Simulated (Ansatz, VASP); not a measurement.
# NaF: VASP beside Ansatz

```xyz
2
Lattice="0.0000 2.3510 2.3510 2.3510 0.0000 2.3510 2.3510 2.3510 0.0000" Properties=species:S:1:pos:R:3 pbc="T T T"
Na    0.0000    0.0000    0.0000
F     2.3510    2.3510    2.3510
```

Alike in both runs: functional PBE; k mesh 8 × 8 × 8; occupations gaussian, width 0.02 eV; no spin polarisation.

Ansatz relaxed the structure, and its values are those at the end. VASP's run is a single point on that final structure, the one shown.

```csv
,VASP,Ansatz
version,VASP 6.6.1,Ansatz 0.2.0
potentials or method,"VASP PAW PBE potentials, release 64 (Na_pv, F), cutoff 600 eV","scalar-relativistic, plane waves, PAW"
valence electrons in the cell,14,16
```

|  | VASP | Ansatz | Ansatz less VASP |
| --- | --- | --- | --- |
| gap on the k mesh at the Fermi level (eV) | 6.07 | 6.08 | +0.013 |
| least direct gap on the mesh (eV) | 6.07 | 6.08 | +0.013 |
| pressure (GPa) | -0.3 | 0.0 | +0.26 |

VASP's potentials hold 14 valence electrons a cell and Ansatz's 16, so a difference there can come from the potentials and not from the codes.
